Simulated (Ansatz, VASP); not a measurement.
MgCd3Se4 in VASP and in Ansatz

```
Mg Cd Se
1.0
     4.39902    0.00000    0.00000
     0.00000    4.39902    0.00000
     0.00000    0.00000   12.07703
Mg Cd Se
1 3 4
Direct
  0.00000 0.00000 0.00000
  0.50000 0.50000 0.24417
  0.50000 0.50000 0.75583
  0.00000 0.00000 0.50000
  0.50000 0.00000 0.37213
  0.00000 0.50000 0.11545
  0.00000 0.50000 0.62787
  0.50000 0.00000 0.88455
```

Alike in both runs: functional PBE; k mesh 3 × 3 × 1; occupations gaussian, width 0.15 eV; no spin polarisation.

Ansatz relaxed the structure, and its values are those at the end. VASP's run is a single point on that final structure, the one shown.

|  | VASP | Ansatz |
| --- | --- | --- |
| version | VASP 6.6.1 | Ansatz 0.2.0 |
| potentials or method | VASP PAW PBE potentials, release 64 (Mg, Cd, Se), cutoff 600 eV | scalar-relativistic, plane waves, PAW |
| valence electrons in the cell | 62 | 134 |

```tsv
	VASP	Ansatz	Ansatz less VASP
gap on the k mesh at the Fermi level (eV)	0.90	0.90	+0.002
least direct gap on the mesh (eV)	0.90	0.90	+0.002
pressure (GPa)	-0.1	-0.2	-0.14
rms of the force components (eV/Å)	0.002	0.008	+0.0057
```

The functional is the same, so the differences come from potentials, cutoffs and numerics. VASP's potentials hold 62 valence electrons a cell and Ansatz's 134, so a difference there can come from the potentials and not from the codes.

The k mesh is coarse, so the values compare programs but aren't converged.
